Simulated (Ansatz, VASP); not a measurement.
## Zn in VASP and in Ansatz

```
CELL_PARAMETERS angstrom
-1.28260 1.48501 1.48501
1.48501 -1.28260 1.48501
1.48501 1.48501 -1.28260
ATOMIC_POSITIONS crystal
Zn 0.00000 0.00000 0.00000
```

Alike in both runs: task single point; functional LDA; k mesh 22 × 22 × 22; occupations gaussian, width 0.15 eV; no spin polarisation.

```csv
,VASP,Ansatz
version,VASP 6.6.1,Ansatz 0.2.0
potentials or method,"VASP PAW LDA potentials, release 64 (Zn), cutoff 520 eV","scalar-relativistic, plane waves, PAW"
valence electrons in the cell,12,12
```

```tsv
	VASP	Ansatz	Ansatz less VASP
gap on the k mesh at the Fermi level (eV)	none	none	-
pressure (GPa)	11.7	10.7	-1.06
traceless stress, the component that is largest in VASP (GPa)	-4.25	-4.08	+0.173
```

LDA's correlation is that of Perdew and Zunger in VASP and of Perdew and Wang (1992) in Ansatz. A gap of «none» marks a metal or a gap that the smearing closes.
